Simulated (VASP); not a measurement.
# Mo (Fm-3m) in VASP: further runs

Mo is run at these levels: BLYP+D4, BLYP, BLYP+D3(BJ); tasks: single point.

Everything below comes from runs of VASP 6.6.1. Logs are shortened: lines on timing, memory, paths and dates and some standing lists are left out, and cuts for length are marked.

## Step 1: The cell of the first run

The structure is cubic, space group Fm-3m (No. 225). The conventional cell has a = 4.057 Å, b = 4.057 Å, c = 4.057 Å, α = 90.00°, β = 90.00°, γ = 90.00°. Mo (site symmetry m-3m) has 12 Mo at 2.87 Å within 3.8 Å.

## Step 2: Single point, BLYP+D4, non-collinear spin, zero start, spin-orbit coupling (volume scaled by 1.02)

File INCAR:

```
PREC = Accurate
ENCUT = 520
EDIFF = 1E-6
ISMEAR = 0
SIGMA = 0.15
LREAL = False
LASPH = True
NELM = 150
ALGO = Fast
ISIF = 2
LWAVE = False
LCHARG = False
MAGMOM = 0 0 0
LORBIT = 11
LSORBIT = True
GGA_COMPAT = False
LORBMOM = True
LMAXMIX = 4
GGA = B5
ALDAX = 1.0
AGGAX = 1.0
AGGAC = 1.0
ALDAC = 0.0
IVDW = 13
VDW_S6 = 1.0
VDW_S8 = 2.34076671
VDW_A1 = 0.44488865
VDW_A2 = 4.0933009
NBANDS = 25
```

File KPOINTS:

```
regular mesh
0
Gamma
  8 8 8
```

File POSCAR:

```
Mo
1.0
    0.0000000000      2.0283447598      2.0283447598
    2.0283447598      0.0000000000      2.0283447598
    2.0283447598      2.0283447598      0.0000000000
Mo
1
Direct
    0.0000000000      0.0000000000      0.0000000000
```

Potentials or basis: VASP PAW PBE potentials, release 64 (Mo_sv).

Started as:

```console
cat potpaw_PBE.64/Mo_sv/POTCAR > POTCAR
mpirun -np 1 vasp_ncl > vasp.out
```

OUTCAR:

```text
PREC = Accurate
   ENCUT = 520
   EDIFF = 1E-6
   ISMEAR = 0
   LREAL = False
   LASPH = True
   NELM = 150
   ISIF = 2
   LORBIT = 11
   LSORBIT = True
   GGA = B5
   IVDW = 13

 ion  position               nearest neighbor table
   1  0.000  0.000  0.000-

  LATTYP: Found a face centered cubic cell.
 ALAT       =     4.0566895196

  Lattice vectors:

 A1 = (   0.0000000000,   2.0283447598,   2.0283447598)
 A2 = (   2.0283447598,   0.0000000000,   2.0283447598)
 A3 = (   2.0283447598,   2.0283447598,   0.0000000000)

Analysis of symmetry for initial positions (statically):
=====================================================================
 Subroutine PRICEL returns:
 Original cell was already a primitive cell.

 Routine SETGRP: Setting up the symmetry group for a
 face centered cubic supercell.

 Subroutine GETGRP returns: Found 48 space group operations
 (whereof 48 operations were pure point group operations)
 out of a pool of 48 trial point group operations.

The static configuration has the point symmetry O_h .

Analysis of symmetry for dynamics (positions and initial velocities):
=====================================================================
 Subroutine PRICEL returns:
 Original cell was already a primitive cell.

 Routine SETGRP: Setting up the symmetry group for a
 face centered cubic supercell.

 Subroutine GETGRP returns: Found 48 space group operations
 (whereof 48 operations were pure point group operations)
 out of a pool of 48 trial point group operations.

The dynamic configuration has the point symmetry O_h .

Analysis of structural, dynamic, and magnetic symmetry:
=====================================================================
 Subroutine PRICEL returns:
 Original cell was already a primitive cell.

 Routine SETGRP: Setting up the symmetry group for a
 face centered cubic supercell.

 Subroutine GETGRP returns: Found 48 space group operations
 (whereof 48 operations were pure point group operations)
 out of a pool of 48 trial point group operations.

The overall configuration has the point symmetry O_h .

 Subroutine INISYM returns: Found 48 space group operations
 (whereof 48 operations are pure point group operations),
 and found     1 'primitive' translations

----------------------------------------------------------------------------------------

                                     Primitive cell

  volume of cell :      16.6900

  direct lattice vectors                    reciprocal lattice vectors
     0.000000000  2.028344760  2.028344760    -0.246506417  0.246506417  0.246506417
     2.028344760  0.000000000  2.028344760     0.246506417 -0.246506417  0.246506417
     2.028344760  2.028344760  0.000000000     0.246506417  0.246506417 -0.246506417

  length of vectors
     2.868512668  2.868512668  2.868512668     0.426961639  0.426961639  0.426961639

  position of ions in fractional coordinates (direct lattice)
     0.000000000  0.000000000  0.000000000

  ion indices of the primitive-cell ions
   primitive index   ion index
                 1           1

----------------------------------------------------------------------------------------

 KPOINTS: regular mesh

Automatic generation of k-mesh.
 Grid dimensions read from file:
 generate k-points for:    8    8    8

 Generating k-lattice:

  Cartesian coordinates                     Fractional coordinates (reciprocal lattice)
    -0.030813302  0.030813302  0.030813302     0.125000000  0.000000000  0.000000000
     0.030813302 -0.030813302  0.030813302     0.000000000  0.125000000  0.000000000
     0.030813302  0.030813302 -0.030813302     0.000000000  0.000000000  0.125000000

  Length of vectors
     0.053370205  0.053370205  0.053370205

  Shift w.r.t. Gamma in fractional coordinates (k-lattice)
     0.000000000  0.000000000  0.000000000

 Subroutine IBZKPT returns following result:
 ===========================================

 Found     29 irreducible k-points:

 Following reciprocal coordinates:
            Coordinates               Weight
  0.000000  0.000000  0.000000      1.000000
  0.125000  0.000000  0.000000      8.000000
  0.250000  0.000000  0.000000      8.000000
[... 45 lines left out ...]
   NFREE  =      0    steps in history (QN), initial steepest desc. (CG)
   ISIF   =      2    stress and relaxation
   ISYM   =      2    0-nonsym 1-usesym 2-fastsym
   POTIM  = 0.5000    time-step for ionic-motion
   TEBEG  =    0.0;   TEEND  =   0.0 temperature during run
   PSTRESS=    0.0 pullay stress
   NELECT =      14.0000    total number of electrons
   NUPDOWN=      -1.0000    fix difference up-down
   EMIN   =  10.00;   EMAX   =-10.00  energy-range for DOS
   EFERMI =   0.00;   METHOD = LEGACY
   ISMEAR =     0;   SIGMA  =   0.15  broadening in eV -4-tet -1-fermi 0-gaus
   EFERMI_NEDOS =   21; number of points for ismear=-14 and -15
   IALGO  =     68    algorithm
   IMIX   =      4    mixing-type and parameters
     AMIX     =   0.40;   BMIX     =  1.00
     AMIX_MAG =   1.60;   BMIX_MAG =  1.00
  volume/ion in A,a.u.               =      16.69       112.63
  Fermi-wavevector in a.u.,A,eV,Ry     =   1.543947  2.917637 32.433194  2.383773
  Thomas-Fermi vector in A             =   2.649538
   LORBIT       =     11    0 simple, 1 ext, 2 COOP (PROOUT), +10 PAW based schemes
   GGA     = B5    functional components
   LHFCALC =     F    Hartree Fock is set to
   AEXX    =    0.0000 exact exchange contribution
   IVDW    =    13    specifies the selected vdW correction
   LEPSILON=     F    determine dielectric tensor
   LRPA    =     F    only Hartree local field effects (RPA)
 RMM-DIIS sequential band-by-band and
 Gauss-broadening in eV      SIGMA  =   0.15
  energy-cutoff  :      520.00
  volume of cell :       16.69
 maximum number of plane-waves:       928
 NGX is ok and might be reduce to    24
   NGX = 11   NGY = 11   NGZ = 11

 number of electron      14.0000000 magnetization       0.0000000      0.0000000      0.0000000

 number of electron      14.0000002 magnetization      -0.0000000      0.0000000     -0.0000000

 number of electron      14.0000002 magnetization       0.0000000     -0.0000000      0.0000000

 Free energy of the ion-electron system (eV)
  ---------------------------------------------------
  ext. energy  EPLUGINS =         0.00000000
  ---------------------------------------------------
  free energy    TOTEN  =        -9.21979817 eV

  energy without entropy =       -9.20211745  energy(sigma->0) =       -9.21095781

 E-fermi :  11.7044     XC(G=0): -12.3665

 val. band max:       11.6929515769   @ k =   0.3750   0.1250   0.0000
 cond. band min:      11.7060999045   @ k =  -0.2500   0.1250   0.0000
 fundamental gap:      0.0131483276
 Fermi energy:        11.7043682747

 k-point     1 :       0.0000    0.0000    0.0000
  band No.  band energies     occupation
      1     -48.8116      1.00000
      2     -48.8116      1.00000
      3     -24.0477      1.00000
      4     -24.0477      1.00000
      5     -21.5449      1.00000
      6     -21.5449      1.00000
[... 661 lines left out ...]
     24      26.9639      0.00000
     25      28.0924      0.00000

 [... further k-points ...]

------------------------ aborting loop because EDIFF is reached ----------------------------------------

  DFT-D4 for vdW energy calculation

  Edisp (eV):   -1.09157

  FORCE on cell =-STRESS in cart. coord.  units (eV):
  Direction    XX          YY          ZZ          XY          YZ          ZX
  --------------------------------------------------------------------------------------
  -------------------------------------------------------------------------------------
  Total      -1.04864    -1.04864    -1.04864     0.00000     0.00000     0.00000
  in kB    -100.66553  -100.66553  -100.66553     0.00000     0.00000     0.00000
  external pressure =     -100.67 kB  Pullay stress =        0.00 kB

 VOLUME and BASIS-vectors are now :
 -----------------------------------------------------------------------------
  energy-cutoff  :      520.00
  volume of cell :       16.69
      direct lattice vectors                 reciprocal lattice vectors
     0.000000000  2.028344760  2.028344760    -0.246506417  0.246506417  0.246506417
     2.028344760  0.000000000  2.028344760     0.246506417 -0.246506417  0.246506417
     2.028344760  2.028344760  0.000000000     0.246506417  0.246506417 -0.246506417

 POSITION                                       TOTAL-FORCE (eV/Angst)
 -----------------------------------------------------------------------------------
      0.00000      0.00000      0.00000         0.000000      0.000000      0.000000
 -----------------------------------------------------------------------------------
    total drift:                               -0.000000      0.000000      0.000000

  FREE ENERGIE OF THE ION-ELECTRON SYSTEM (eV)
  ---------------------------------------------------
  free  energy   TOTEN  =       -10.3113659328 eV

  energy  without entropy=      -10.2936852153  energy(sigma->0) =      -10.30252557

 orbital moment (x)

 # of ion     p       d       tot
 ----------------------------------------
  1         0.000  -0.000  -0.000
 ----------------------------------------
            0.000  -0.000  -0.000

 orbital moment (y)

 # of ion     p       d       tot
 ----------------------------------------
  1         0.000   0.000   0.000
 ----------------------------------------
            0.000   0.000   0.000

 orbital moment (z)

 # of ion     p       d       tot
 ----------------------------------------
  1         0.000   0.000   0.000
 ----------------------------------------
            0.000   0.000   0.000

 Spin-Orbit-Coupling matrix elements

 Ion:    1  E_soc:     -0.2153939
 l=   1
     0.0000000    -0.0303721    -0.0303721
    -0.0303721     0.0000000    -0.0303721
    -0.0303721    -0.0303721     0.0000000
 l=   2
     0.0000000    -0.0012263     0.0000000    -0.0012263    -0.0043006
    -0.0012263     0.0000000    -0.0032254    -0.0012263    -0.0010751
     0.0000000    -0.0032254     0.0000000    -0.0032254     0.0000000
    -0.0012263    -0.0012263    -0.0032254     0.0000000    -0.0010751
    -0.0043006    -0.0010751     0.0000000    -0.0010751     0.0000000
 l=   3
     0.0000000     0.0000000     0.0000000     0.0000000     0.0000000     0.0000000     0.0000000
     0.0000000     0.0000000     0.0000000     0.0000000     0.0000000     0.0000000     0.0000000
     0.0000000     0.0000000     0.0000000     0.0000000     0.0000000     0.0000000     0.0000000
     0.0000000     0.0000000     0.0000000     0.0000000     0.0000000     0.0000000     0.0000000
     0.0000000     0.0000000     0.0000000     0.0000000     0.0000000     0.0000000     0.0000000
     0.0000000     0.0000000     0.0000000     0.0000000     0.0000000     0.0000000     0.0000000
     0.0000000     0.0000000     0.0000000     0.0000000     0.0000000     0.0000000     0.0000000

 total charge

# of ion       s       p       d       tot
------------------------------------------
    1        2.373   6.152   3.939  12.465

 magnetization (x)

# of ion       s       p       d       tot
------------------------------------------
    1        0.000   0.000   0.000   0.000

 magnetization (y)

# of ion       s       p       d       tot
------------------------------------------
    1        0.000   0.000   0.000   0.000

 magnetization (z)

# of ion       s       p       d       tot
------------------------------------------
    1        0.000   0.000  -0.000  -0.000
```

It took 32 s on 1 thread of Intel Xeon Platinum 8259CL at 2.50GHz (Skylake/Cascade Lake), shared host; peak memory 0.19 GiB.

Results:

```
Free energy                                           : -10.3114 eV
Pressure                                              : -10.1 GPa
Net moment                                            : 0.00 μB per cell
Valence electrons inside the program's atomic spheres : Mo 12.46
Dispersion energy per atom                            : -1.092 eV
```

Moments on the atoms (μB; x, y, z):
```
Mo  0.00 0.00 0.00
```

Caveat: the PAW data sets were made with another functional, which shifts forces and pressure a little.

(Continued in part 2 of 2.)
